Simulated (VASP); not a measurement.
Wanted: the native input for a VASP 6.6.1 run.

| Item | Value |
| --- | --- |
| Task | single point |
| Functional | PBE |
| Potentials or basis | VASP PAW PBE potentials, release 64 (Ta_pv, N) |
| Cutoff | 520 eV |
| k mesh | 8 × 8 × 8 |
| Occupations | gaussian, width 0.1 eV |
| Spin | no spin polarisation |
| Dipole correction | no |
| Further INCAR settings | ALGO = Normal; EDIFF = 1e-06; NBANDS = 15 |

The structure of TaN lies in POSCAR:

```
TaN
1.0
    0.0000000000      2.2090701141      2.2090701141
    2.2090701141      0.0000000000      2.2090701141
    2.2090701141      2.2090701141      0.0000000000
Ta N
1 1
Direct
    0.5000000000      0.5000000000      0.5000000000
    0.0000000000      0.0000000000      0.0000000000
```

One way to write it, as run:

INCAR

```
PREC = Accurate
ENCUT = 520
EDIFF = 1E-6
ISMEAR = 0
SIGMA = 0.1
LREAL = F
LASPH = T
NELM = 60
ALGO = Normal
ISIF = 2
LWAVE = F
LCHARG = F
GGA = PE
NBANDS = 15
```

KPOINTS

```
regular mesh
0
Gamma
  8 8 8
```

Potentials or basis: VASP PAW PBE potentials, release 64 (Ta_pv, N).

Run with:

```console
$ cat potpaw_PBE.64/Ta_pv/POTCAR potpaw_PBE.64/N/POTCAR > POTCAR
$ mpirun -np 1 vasp_std > vasp.out
```

Results of the run:

The pressure is 0.7 GPa and the band gap on the k mesh is zero (band 8 reaches 11.25 eV, above the bottom of band 9 at 7.32 eV).

Caveat: spin-orbit coupling is left out, which moves the levels of the heavy elements.

Wall time 3.7 s on 1 thread of Intel(R) Xeon(R) 6975P-C (Granite Rapids), on a shared host, peak memory 0.13 GiB.
